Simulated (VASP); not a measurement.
# Mo (I4/mmm) in VASP: notebook, part 2 of 2

VASP 6.6.1.

### 5 Single point, r2SCAN (strain +0.0450 x Voigt [0, 1, 0, 0, 0, 0])

The input, POSCAR:

```
Mo
1.0
   -1.5710000000      1.6416950000      1.5710000000
    1.5710000000     -1.6416950000      1.5710000000
    1.5710000000      1.6416950000     -1.5710000000
Mo
1
Direct
    0.0000000000      0.0000000000      0.0000000000
```

The input, INCAR.step1:

```
PREC = Accurate
ENCUT = 520
ISMEAR = 0
SIGMA = 0.15
LREAL = F
LASPH = T
NELM = 80
NBANDS = 13
GGA = PE
ALGO = Normal
EDIFF = 1E-4
LWAVE = T
LCHARG = F
```

The input, INCAR.step2:

```
PREC = Accurate
ENCUT = 520
EDIFF = 1E-6
ISMEAR = 0
SIGMA = 0.15
LREAL = F
LASPH = T
NELM = 80
ALGO = Normal
ISIF = 2
LWAVE = F
LCHARG = F
METAGGA = R2SCAN
LMIXTAU = T
NBANDS = 13
ISTART = 1
```

The input, KPOINTS:

```
Automatic mesh
0
Gamma
  22 22 22
```

Potentials or basis: VASP PAW PBE potentials, release 64 (Mo_sv).

Launch:

```
cat potpaw_PBE.64/Mo_sv/POTCAR > POTCAR
cp INCAR.step1 INCAR
mpirun -np 1 vasp_std > vasp.out
cp INCAR.step2 INCAR
mpirun -np 1 vasp_std > vasp.out
```

OUTCAR:

```text
PREC = Accurate
   ENCUT = 520
   EDIFF = 1E-6
   ISMEAR = 0
   LREAL = F
   LASPH = T
   NELM = 80
   ISIF = 2
   METAGGA = R2SCAN
   ISTART = 1

 ion  position               nearest neighbor table
   1  0.000  0.000  0.000-

  LATTYP: Found a body centered tetragonal cell.
 ALAT       =     3.1420000000
 C/A-ratio  =     1.0450000000

  Lattice vectors:

 A1 = (  -1.5710000000,  -1.6416950000,   1.5710000000)
[... 562 lines left out ...]
     10      16.7189      0.00000
     11      23.5319      0.00000
     12      24.6409      0.00000
     13      30.0110      0.00000

 [... further k-points ...]

------------------------ aborting loop because EDIFF is reached ----------------------------------------

  FORCE on cell =-STRESS in cart. coord.  units (eV):
  Direction    XX          YY          ZZ          XY          YZ          ZX
  --------------------------------------------------------------------------------------
  -------------------------------------------------------------------------------------
  Total       -0.3520246     -1.6553405     -0.3520246      0.0000000      0.0000000      0.0000000
  in kB      -34.7999598   -163.6413607    -34.7999598      0.0000000      0.0000000      0.0000000
  external PRESSURE =     -77.7470934 kB  Pullay stress =       0.0000000 kB

 VOLUME and BASIS-vectors are now :
 -----------------------------------------------------------------------------
  energy-cutoff  :      520.00
  volume of cell :       16.21
      direct lattice vectors                 reciprocal lattice vectors
    -1.571000000  1.641695000  1.571000000     0.000000000  0.304563271  0.318268619
     1.571000000 -1.641695000  1.571000000     0.318268619  0.000000000  0.318268619
     1.571000000  1.641695000 -1.571000000     0.318268619  0.304563271  0.000000000

 POSITION                                       TOTAL-FORCE (eV/Angst)
 -----------------------------------------------------------------------------------
      0.00000      0.00000      0.00000        -0.000000     -0.000000      0.000000
 -----------------------------------------------------------------------------------
    total drift:                                0.000000      0.000000      0.000000

  FREE ENERGIE OF THE ION-ELECTRON SYSTEM (eV)
  ---------------------------------------------------
  free  energy   TOTEN  =       -26.0488864028 eV

  energy  without entropy=      -26.0424544368  energy(sigma->0) =      -26.04567042
```

OUTCAR.step1:

```text
PREC = Accurate
   ENCUT = 520
   ISMEAR = 0
   LREAL = F
   LASPH = T
[... 601 lines left out ...]

 POSITION                                       TOTAL-FORCE (eV/Angst)
 -----------------------------------------------------------------------------------
      0.00000      0.00000      0.00000         0.000000     -0.000000      0.000000
 -----------------------------------------------------------------------------------
    total drift:                                0.000000      0.000000      0.000000

  FREE ENERGIE OF THE ION-ELECTRON SYSTEM (eV)
  ---------------------------------------------------
  free  energy   TOTEN  =       -10.9129122431 eV

  energy  without entropy=      -10.9054830803  energy(sigma->0) =      -10.90919766
```

OSZICAR.step1:

```text
N       E                     dE             d eps       ncg     rms          rms(c)
DAV:   1     0.922223330597E+02    0.92222E+02   -0.80402E+03 21833   0.110E+03
DAV:   2    -0.104404953108E+02   -0.10266E+03   -0.98905E+02 25044   0.310E+02
DAV:   3    -0.115994132296E+02   -0.11589E+01   -0.11557E+01 24289   0.330E+01
DAV:   4    -0.116021027066E+02   -0.26895E-02   -0.26894E-02 24284   0.192E+00
DAV:   5    -0.116021207847E+02   -0.18078E-04   -0.18078E-04 24276   0.140E-01    0.135E+01
DAV:   6    -0.109949287771E+02    0.60719E+00   -0.77220E-01 22279   0.107E+01    0.345E+00
DAV:   7    -0.109165057604E+02    0.78423E-01   -0.14240E-01 24294   0.436E+00    0.101E+00
DAV:   8    -0.109128448865E+02    0.36609E-02   -0.42318E-03 22539   0.830E-01    0.194E-01
DAV:   9    -0.109129122431E+02   -0.67357E-04   -0.12424E-04 22540   0.139E-01
   1 F= -.10912912E+02 E0= -.10909198E+02  d E =-.742916E-02
```

Wall time 6.8 min (1 thread of Intel Xeon Platinum 8488C (Sapphire Rapids), shared host); peak memory 0.28 GiB.

Results:

- Free energy: -26.0489 eV
- Pressure: -7.8 GPa
- Band gap on the k mesh: zero (band 7 reaches 15.82 eV, above the bottom of band 8 at 10.88 eV)

Stress tensor (GPa, compression positive):
```
 -3.48   0.00   0.00
  0.00 -16.36   0.00
  0.00   0.00  -3.48
```

Levels at points of the mesh, in eV from the Fermi level:
| k point | band 3 | band 4 | band 5 | band 6 | band 7 | band 8 | band 9 | band 10 | band 11 | band 12 |
| --- | --- | --- | --- | --- | --- | --- | --- | --- | --- | --- |
| (0.00, 0.00, 0.00) | -35.77 | -35.77 | -7.54 | -1.50 | -1.50 | -1.00 | 1.51 | 2.15 | 14.88 | 15.76 |
| (0.50, 0.00, 0.00) | -36.18 | -35.78 | -5.35 | -3.22 | 1.33 | 1.48 | 2.50 | 4.62 | 11.54 | 12.51 |
| (0.00, 0.50, 0.00) | -36.24 | -35.82 | -5.41 | -3.76 | 1.69 | 2.23 | 2.68 | 4.73 | 11.98 | 12.34 |
| (0.50, 0.50, 0.50) | -36.66 | -36.66 | -5.41 | -5.30 | 3.85 | 3.98 | 3.98 | 8.39 | 9.59 | 9.59 |

Caveat: the cell differs from its parent crystal (strain +0.0450 x Voigt [0, 1, 0, 0, 0, 0]); the PAW data sets were made with another functional, which shifts forces and pressure a little.

### 6 Single point, r2SCAN (strain +0.0525 x Voigt [0, 1, 0, 0, 0, 0])

The input, POSCAR:

```
Mo
1.0
   -1.5710000000      1.6534775000      1.5710000000
    1.5710000000     -1.6534775000      1.5710000000
    1.5710000000      1.6534775000     -1.5710000000
Mo
1
Direct
    0.0000000000      0.0000000000      0.0000000000
```

The input, INCAR.step1:

```
SYSTEM = Mo
ALGO = Normal
EDIFF = 1E-4
ENCUT = 520
GGA = PE
ISMEAR = 0
LASPH = .True.
LCHARG = .False.
LREAL = .False.
LWAVE = .True.
NBANDS = 13
NELM = 60
PREC = Accurate
SIGMA = 0.15
```

The input, INCAR.step2:

```
SYSTEM = Mo
ALGO = Normal
EDIFF = 1E-6
ENCUT = 520
ISIF = 2
ISMEAR = 0
ISTART = 1
LASPH = .True.
LCHARG = .False.
LMIXTAU = .True.
LREAL = .False.
LWAVE = .False.
METAGGA = R2SCAN
NBANDS = 13
NELM = 60
PREC = Accurate
SIGMA = 0.15
```

The input, KPOINTS:

```
k-points
0
Gamma
  22 22 22
  0 0 0
```

Potentials or basis: VASP PAW PBE potentials, release 64 (Mo_sv).

Launch:

```
cat potpaw_PBE.64/Mo_sv/POTCAR > POTCAR
cp INCAR.step1 INCAR
mpirun -np 1 vasp_std > vasp.out
cp INCAR.step2 INCAR
mpirun -np 1 vasp_std > vasp.out
```

Wall time 5.9 min (1 thread of Intel Xeon Platinum 8488C (Sapphire Rapids), shared host); peak memory 0.28 GiB.

The run converged. Its results:

```yaml
Free_energy: -26.0360 eV
Pressure: -9.4 GPa
Band_gap_on_the_k_mesh: zero (band 7 reaches 15.65 eV, above the bottom of band 8 at 10.79 eV)
```

Stress tensor (GPa, compression positive):
```
 -4.51   0.00   0.00
  0.00 -19.12   0.00
  0.00   0.00  -4.51
```

Levels at points of the mesh, in eV from the Fermi level:
| k point | band 5 | band 6 | band 7 | band 8 | band 9 | band 10 |
| --- | --- | --- | --- | --- | --- | --- |
| (0.00, 0.00, 0.00) | -7.52 | -1.51 | -1.51 | -0.94 | 1.45 | 2.17 |
| (0.50, 0.00, 0.00) | -5.31 | -3.15 | 1.29 | 1.39 | 2.50 | 4.56 |
| (0.00, 0.50, 0.00) | -5.37 | -3.78 | 1.70 | 2.27 | 2.69 | 4.69 |
| (0.50, 0.50, 0.50) | -5.36 | -5.24 | 3.79 | 3.95 | 3.95 | 8.21 |

Caveat: the cell differs from its parent crystal (strain +0.0525 x Voigt [0, 1, 0, 0, 0, 0]); the PAW data sets were made with another functional, which shifts forces and pressure a little.

### 7 Summary

```csv
cell,gap on the mesh (eV),pressure (GPa)
"a = 2.777 Å, angles 111.1, 106.3, 111.1°, 1 atom",none,-10.9
"a = 2.735 Å, angles 109.9, 108.7, 109.9°, 1 atom",none,-0.6
"a = 2.749 Å, angles 110.3, 107.9, 110.3°, 1 atom",none,-4.3
"a = 2.762 Å, angles 110.7, 107.1, 110.7°, 1 atom",none,-7.8
"a = 2.769 Å, angles 110.9, 106.7, 110.9°, 1 atom",none,-9.4
```

Alike in all rows: task single point; level r2SCAN; potentials or basis VASP PAW PBE potentials, release 64 (Mo_sv); no spin polarisation; k mesh 22 × 22 × 22; cutoff (eV) 520; smearing gaussian 0.15 eV.

Caveats: the PAW data sets were made with another functional, which shifts forces and pressure a little.

Absolute energies hang on the potentials; compare differences alone.
